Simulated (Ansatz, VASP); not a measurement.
# One calculation of Y, two programs

```
CELL_PARAMETERS angstrom
3.65150 0.00000 0.00000
-1.82575 3.16229 0.00000
0.00000 0.00000 5.74740
ATOMIC_POSITIONS crystal
Y 0.33333 0.66667 0.23260
Y 0.66667 0.33333 0.75000
```

Alike in both runs: task single point; functional PBE; k mesh 18 × 18 × 8; occupations gaussian, width 0.15 eV; no spin polarisation.

|  | VASP | Ansatz |
| --- | --- | --- |
| version | VASP 6.6.1 | Ansatz 0.2.0 |
| potentials or method | VASP PAW PBE potentials, release 64 (Y_sv), cutoff 520 eV | scalar-relativistic, plane waves, PAW |
| valence electrons in the cell | 22 | 22 |

|  | VASP | Ansatz | Ansatz less VASP |
| --- | --- | --- | --- |
| gap on the k mesh at the Fermi level (eV) | none | none | - |
| pressure (GPa) | -0.4 | -0.3 | +0.15 |
| traceless stress, the component that is largest in VASP (GPa) | -0.27 | -0.28 | -0.008 |
| rms of the force components (eV/Å) | 0.192 | 0.193 | +0.0005 |

Atom by atom the forces differ by 0.001 eV/Å (rms over components). A gap of «none» marks a metal or a gap that the smearing closes.
